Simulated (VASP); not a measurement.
**Ce: single point with PBE**

Ce:

```
Ce
1.0
     0.00000    2.41374    2.41374
     2.41374    0.00000    2.41374
     2.41374    2.41374    0.00000
Ce
1
Direct
  0.00000 0.00000 0.00000
```

```yaml
Program: VASP 6.6.1
Task: single point
Functional: PBE
Potentials_or_basis: VASP PAW PBE potentials, release 64 (Ce)
Cutoff: 520 eV
k_mesh: 40 × 40 × 40
Occupations: fermi-dirac, width 0.0612256 eV
Spin: no spin polarisation
Dipole_correction: no
Further_INCAR_settings: ALGO = Normal; EDIFF = 1e-07; NBANDS = 12
```

- Pressure: -2.1 GPa
- Band gap on the k mesh: zero (bands 6 and 7 overlap by 0.57 eV)

Levels at points of the mesh, in eV from the Fermi level:
```tsv
k point	band 3	band 4	band 5	band 6	band 7	band 8	band 9	band 10
(0.00, 0.00, 0.00)	-16.12	-16.12	-3.02	-0.15	0.37	0.37	0.37	1.05
(0.50, 0.00, 0.00)	-16.43	-16.43	-1.98	-0.07	0.44	0.44	0.68	0.88
(0.50, 0.50, 0.00)	-17.00	-17.00	-2.63	-1.97	0.50	0.57	0.57	0.62
```

Run time: 5.8 min on 1 thread of Intel(R) Xeon(R) 6975P-C (Granite Rapids), on a shared host, peak memory 0.77 GiB.

Caveat: spin-orbit coupling is left out, which moves the levels of the heavy elements; semilocal functionals describe open f shells poorly, which spoils levels, moments and volumes. Spin polarisation is off, so any magnetic state and its effect on volume and gap are missing.
